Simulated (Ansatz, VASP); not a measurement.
Given: the input of a run of Ansatz 0.2.0 on Ge.

input.yaml

```yaml
crystal:
  lattice:
    - [-2.495898, 2.650863, 1.436947]
    - [2.495898, -2.650863, 1.436947]
    - [2.495898, 2.650863, -1.436947]
  atoms:
    - { symbol: Ge, position: [0.314057, 0.064057, 0.25] }
    - { symbol: Ge, position: [0.685943, 0.935943, 0.75] }
kpoints:
  mp_grid: { grid: [11, 11, 11] }
scf:
  occupations: { method: gaussian, width: 0.02 }
hamiltonian:
  xc: pbe
  pseudopotentials: { kind: all_electron, lapw: { basis_error: 0.001 } }
output:
  forces: true
  stress: true
  eigenvalues: true
```

Potentials or basis: all-electron LAPW, scalar-relativistic.

Launch:

```console
$ ansatz run input.yaml --threads 1 --pin off --max-ram 3072MiB --backend cpu --events-out ev --progress --plain --runs-dir out
```

Question: Set up the same calculation for VASP 6.6.1. Potentials there: VASP PAW PBE potentials, release 64 (Ge_d).

Answer: As run (the cutoff follows the program's own potentials):

Contents of INCAR:

```
PREC = Accurate
ENCUT = 520
EDIFF = 1E-6
ISMEAR = 0
SIGMA = 0.02
LREAL = F
LASPH = T
NELM = 80
ALGO = Normal
ISIF = 2
LWAVE = F
LCHARG = T
GGA = PE
LELF = T
LVHAR = T
NBANDS = 21
```

The input KPOINTS:

```
Automatic mesh
0
Gamma
  11 11 11
```

Contents of POSCAR:

```
Ge
1.0
   -2.4958980000      2.6508630000      1.4369470000
    2.4958980000     -2.6508630000      1.4369470000
    2.4958980000      2.6508630000     -1.4369470000
Ge
2
Direct
    0.3140570000      0.0640570000      0.2500000000
    0.6859430000      0.9359430000      0.7500000000
```

Potentials or basis: VASP PAW PBE potentials, release 64 (Ge_d).

Launch:

```console
$ cat potpaw_PBE.64/Ge_d/POTCAR > POTCAR
$ mpirun -np 1 vasp_std > vasp.out
```

Both were run:

|  | VASP | Ansatz | Ansatz less VASP |
| --- | --- | --- | --- |
| gap on the k mesh at the Fermi level (eV) | none | none | - |
| pressure (GPa) | 1.0 | 1.1 | +0.17 |
| traceless stress, the component that is largest in VASP (GPa) | 1.40 | 1.40 | -0.005 |
| rms of the force components (eV/Å) | 0.036 | 0.036 | +0.0005 |

Atom by atom the forces differ by 0.000 eV/Å (rms over components). A gap of «none» marks a metal or a gap that the smearing closes. Ansatz ran all-electron here, and VASP with PAW potentials.
